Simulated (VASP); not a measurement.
Si: single point with LDA

System: Si, a slab with vacuum.

```
CELL_PARAMETERS angstrom
3.81951 0.00000 0.00000
-1.90975 3.30779 0.00000
0.00000 0.00000 19.37729
ATOMIC_POSITIONS crystal
Si 0.33333 0.66667 0.20643
Si 0.00000 0.00000 0.24666
Si 0.00000 0.00000 0.37342
Si 0.66667 0.33333 0.40652
Si 0.83333 0.66667 0.51384
```

```
Program                : VASP 6.6.1
Task                   : single point
Functional             : LDA
Potentials or basis    : VASP PAW LDA potentials, release 64 (Si)
Cutoff                 : 520 eV
k mesh                 : 9 × 9 × 1
Occupations            : gaussian, width 0.05 eV
Spin                   : collinear spin
Starting moments       : [0.0, 0.0, 0.0, 0.0, 2.0] μB
Dipole correction      : yes
Further INCAR settings : ALGO = Normal; EDIFF = 1e-06; NBANDS = 22
```

```yaml
Largest_force: 0.877 eV/Å
Band_gap_on_the_k_mesh: zero (filled and empty bands overlap)
Net_moment: 0.00 μB per cell
Valence_electrons_inside_the_program's_atomic_spheres: Si 1.66, 1.68, 1.71, 1.72, 1.53
```

Forces on the atoms (eV/Å):
```
Si   0.000 -0.124  0.688
Si   0.000  0.062 -0.554
Si   0.000  0.252 -0.840
Si   0.000 -0.245  0.728
Si   0.000  0.054 -0.022
```

Levels at points of the mesh, in eV from the Fermi level:
Spin up:
| k point | band 7 | band 8 | band 9 | band 10 | band 11 | band 12 | band 13 | band 14 |
| --- | --- | --- | --- | --- | --- | --- | --- | --- |
| (0.00, 0.00, 0.00) | -1.32 | -0.27 | -0.25 | 0.62 | 0.65 | 1.70 | 2.56 | 2.76 |
Spin down:
| k point | band 8 | band 9 | band 10 | band 11 | band 12 | band 13 |
| --- | --- | --- | --- | --- | --- | --- |
| (0.00, 0.00, 0.00) | -0.27 | -0.26 | 0.62 | 0.65 | 1.70 | 2.56 |

Wall time 3.4 min on 1 thread of Intel(R) Xeon(R) 6975P-C (Granite Rapids) (shared host), peak memory 0.4 GiB.
